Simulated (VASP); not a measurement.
# H (I4/mmm) in VASP: further runs, part 3 of 3

VASP 6.6.1.

### 4 Single point, PBE (biaxial strain in the a-b plane: -6.0 %, then relaxed in part)

Input file INCAR:

```
ALGO = Normal ; EDIFF = 1E-6
ENCUT = 520 ; GGA = PE
ISIF = 2 ; ISMEAR = 0
LASPH = True ; LCHARG = False
LREAL = False ; LWAVE = False
NBANDS = 10 ; NELM = 60
PREC = Accurate ; SIGMA = 0.02
```

Input file KPOINTS:

```
k-points
0
Gamma
  6 6 6
```

Input file POSCAR:

```
H
1.0
    3.4872038511      0.0000000000      0.0000000000
    0.0000000000      3.4872038511      0.0000000000
    0.0000000000      0.0000000000      4.9062574599
H
4
Direct
    0.0000000000      0.0000000000      0.9235081627
    0.0000000000      0.0000000000      0.0764918373
    0.5000000000      0.5000000000      0.4235081627
    0.5000000000      0.5000000000      0.5764918373
```

Potentials or basis: VASP PAW PBE potentials, release 64 (H).

Command:

```bash
$ cat potpaw_PBE.64/H/POTCAR > POTCAR
$ mpirun -np 1 vasp_std > vasp.out
```

OUTCAR:

```text
EDIFF = 1E-6
   ENCUT = 520
   GGA = PE
   ISIF = 2
   ISMEAR = 0
   LASPH = True
   LREAL = False
   NELM = 60
   PREC = Accurate

 ion  position               nearest neighbor table
   1  0.000  0.000  0.924-   2 0.75
   2  0.000  0.000  0.076-   1 0.75
   3  0.500  0.500  0.424-   4 0.75
   4  0.500  0.500  0.576-   3 0.75

  LATTYP: Found a simple tetragonal cell.
 ALAT       =     3.4872038511
 C/A-ratio  =     1.4069316476

  Lattice vectors:

 A1 = (   3.4872038511,   0.0000000000,   0.0000000000)
 A2 = (   0.0000000000,   3.4872038511,   0.0000000000)
 A3 = (   0.0000000000,   0.0000000000,   4.9062574599)

Analysis of symmetry for initial positions (statically):
=====================================================================
 Subroutine PRICEL returns following result:

  LATTYP: Found a body centered tetragonal cell.
 ALAT       =     3.4872038511
 C/A-ratio  =     1.4069316476

  Lattice vectors:

 A1 = (  -1.7436019255,  -1.7436019255,  -2.4531287300)
 A2 = (   1.7436019255,   1.7436019255,  -2.4531287299)
 A3 = (   1.7436019255,  -1.7436019255,   2.4531287299)

   2 primitive cells build up your supercell.

 Routine SETGRP: Setting up the symmetry group for a
 simple tetragonal supercell.

 Subroutine GETGRP returns: Found 16 space group operations
 (whereof 16 operations were pure point group operations)
 out of a pool of 16 trial point group operations.

The static configuration has the point symmetry D_4h.

Analysis of symmetry for dynamics (positions and initial velocities):
=====================================================================
 Subroutine PRICEL returns following result:

  LATTYP: Found a body centered tetragonal cell.
 ALAT       =     3.4872038511
 C/A-ratio  =     1.4069316476

  Lattice vectors:

[... 132 lines left out ...]
     AMIX     =   0.40;   BMIX     =  1.00
     AMIX_MAG =   1.60;   BMIX_MAG =  1.00
  volume/ion in A,a.u.               =      14.92       100.66
  Fermi-wavevector in a.u.,A,eV,Ry     =   0.665058  1.256778  6.017894  0.442303
  Thomas-Fermi vector in A             =   1.738937
   LORBIT       =      0    0 simple, 1 ext, 2 COOP (PROOUT), +10 PAW based schemes
   GGA     = PE    functional components
   LHFCALC =     F    Hartree Fock is set to
   AEXX    =    0.0000 exact exchange contribution
   IVDW    =     0    specifies the selected vdW correction
   LEPSILON=     F    determine dielectric tensor
   LRPA    =     F    only Hartree local field effects (RPA)
 non-spin polarized calculation
 Gauss-broadening in eV      SIGMA  =   0.02
  energy-cutoff  :      520.00
  volume of cell :       59.66
 maximum number of plane-waves:      1634
 NGX is ok and might be reduce to    28
   NGX = 13   NGY = 13   NGZ = 19

 number of electron       4.0000002 magnetization

 Free energy of the ion-electron system (eV)
  ---------------------------------------------------
  ext. energy  EPLUGINS =         0.00000000
  ---------------------------------------------------
  free energy    TOTEN  =       -13.57843635 eV

  energy without entropy =      -13.57843635  energy(sigma->0) =      -13.57843635

 E-fermi :  -8.7077     XC(G=0):  -4.7757

 val. band max:       -8.8557209045   @ k =   0.0000   0.0000   0.0000
 cond. band min:       0.5733904286   @ k =   0.5000   0.0000   0.5000
 fundamental gap:      9.4291113331
 Fermi energy:        -8.7076938266

 k-point     1 :       0.0000    0.0000    0.0000
  band No.  band energies     occupation
      1     -10.2765      2.00000
      2      -8.8557      2.00000
      3       0.6003      0.00000
      4       3.6563      0.00000
      5       6.1409      0.00000
      6       7.2458      0.00000
      7       7.6140      0.00000
      8       7.6140      0.00000
      9       9.6729      0.00000
     10      12.6335      0.00000
[... 287 lines left out ...]
 k-point    24 :       0.5000    0.0000    0.3333
  band No.  band energies     occupation
      1      -9.2654      2.00000
      2      -9.2654      2.00000
      3       0.8255      0.00000
      4       0.8255      0.00000
      5       5.8933      0.00000
      6       5.8933      0.00000
      7       9.1049      0.00000
      8       9.1049      0.00000
      9      10.7731      0.00000
     10      10.7731      0.00000

 [... further k-points ...]
[... 5 lines left out ...]
  --------------------------------------------------------------------------------------
  -------------------------------------------------------------------------------------
  Total       -0.0294062     -0.0294062     -0.0808578      0.0000000      0.0000000     -0.0000000
  in kB       -0.7896673     -0.7896673     -2.1713390      0.0000000      0.0000000     -0.0000000
  external PRESSURE =      -1.2502245 kB  Pullay stress =       0.0000000 kB

 VOLUME and BASIS-vectors are now :
 -----------------------------------------------------------------------------
  energy-cutoff  :      520.00
  volume of cell :       59.66
      direct lattice vectors                 reciprocal lattice vectors
     3.487203851  0.000000000  0.000000000     0.286762702  0.000000000  0.000000000
     0.000000000  3.487203851  0.000000000     0.000000000  0.286762702  0.000000000
     0.000000000  0.000000000  4.906257460     0.000000000  0.000000000  0.203821346

 POSITION                                       TOTAL-FORCE (eV/Angst)
 -----------------------------------------------------------------------------------
      0.00000      0.00000      4.53097         0.000000     -0.000000      0.010460
      0.00000      0.00000      0.37529        -0.000000      0.000000     -0.010460
      1.74360      1.74360      2.07784         0.000000     -0.000000      0.010460
      1.74360      1.74360      2.82842        -0.000000     -0.000000     -0.010460
 -----------------------------------------------------------------------------------
    total drift:                                0.000000      0.000000      0.000000

  FREE ENERGIE OF THE ION-ELECTRON SYSTEM (eV)
  ---------------------------------------------------
  free  energy   TOTEN  =       -13.5784363486 eV

  energy  without entropy=      -13.5784363486  energy(sigma->0) =      -13.57843635
```

OSZICAR:

```text
N       E                     dE             d eps       ncg     rms          rms(c)
DAV:   1    -0.103279359628E+02   -0.10328E+02   -0.11734E+03   800   0.266E+02
DAV:   2    -0.146498587516E+02   -0.43219E+01   -0.42604E+01  1056   0.379E+01
DAV:   3    -0.147835852365E+02   -0.13373E+00   -0.13367E+00   954   0.536E+00
DAV:   4    -0.147839626630E+02   -0.37743E-03   -0.37742E-03   878   0.341E-01
DAV:   5    -0.147839641561E+02   -0.14931E-05   -0.14931E-05   904   0.223E-02    0.625E+00
DAV:   6    -0.139643839448E+02    0.81958E+00   -0.38178E-01   854   0.218E+00    0.341E+00
DAV:   7    -0.135708364917E+02    0.39355E+00   -0.88333E-01   840   0.342E+00    0.406E-01
DAV:   8    -0.135812229769E+02   -0.10386E-01   -0.16917E-02   816   0.554E-01    0.280E-01
DAV:   9    -0.135784083289E+02    0.28146E-02   -0.56789E-03   820   0.272E-01    0.194E-02
DAV:  10    -0.135784251646E+02   -0.16836E-04   -0.96949E-05   854   0.570E-02    0.623E-03
DAV:  11    -0.135784360804E+02   -0.10916E-04   -0.72647E-06   820   0.207E-02    0.353E-03
DAV:  12    -0.135784363486E+02   -0.26823E-06   -0.16681E-07   846   0.259E-03
   1 F= -.13578436E+02 E0= -.13578436E+02  d E =-.845930E-28
```

Run time: 26 s. Hardware: 1 thread of Intel Xeon 8259CL, shared host; peak memory 0.16 GiB.

Results:

```yaml
Free_energy: -13.5784 eV
Pressure: -0.1 GPa
Largest_force: 0.010 eV/Å
Band_gap_on_the_k_mesh: 9.43 eV
```

Forces on the atoms (eV/Å):
```
H    0.000  0.000  0.010
H    0.000  0.000 -0.010
H    0.000  0.000  0.010
H    0.000  0.000 -0.010
```

Levels at points of the mesh, in eV from the valence-band top:
```csv
k point,band 1,band 2,band 3,band 4,band 5
"(0.00, 0.00, 0.00)",-1.42,0.00,9.46,12.51,15.00
"(0.50, 0.00, 0.00)",-0.44,-0.44,11.18,11.18,12.10
"(0.50, 0.50, 0.00)",-0.15,-0.15,11.30,11.30,13.34
"(0.00, 0.00, 0.50)",-0.77,-0.77,10.31,10.31,17.96
"(0.50, 0.00, 0.50)",-0.40,-0.40,9.43,9.43,15.95
"(0.50, 0.50, 0.50)",-0.12,-0.12,11.82,11.82,12.84
```

Caveat: the cell differs from its parent crystal (biaxial strain in the a-b plane: -6.0 %, then relaxed in part); this functional lacks dispersion, which holds the molecules together, so the pressure and a relaxed volume are unreliable.

### 5 Overview

```tsv
cell	gap on the mesh (eV)	pressure (GPa)	largest force (eV/Å)
a = 3.487, b = 3.487, c = 4.736 Å, 4 atoms, atomic positions A	9.45	0.5	0.43
a = 3.561, b = 3.561, c = 4.681 Å, 4 atoms, atomic positions B	9.33	0.0	0.10
a = 3.487, b = 3.487, c = 4.906 Å, 4 atoms, atomic positions C	9.43	-0.1	0.01
```

Alike in all rows: task single point; level PBE; potentials or basis VASP PAW PBE potentials, release 64 (H); no spin polarisation; k mesh 6 × 6 × 6; cutoff (eV) 520; smearing gaussian 0.02 eV.

Caveats: this functional lacks dispersion, which holds the molecules together, so the pressure and a relaxed volume are unreliable.

Absolute energies hang on the potentials; compare differences alone.
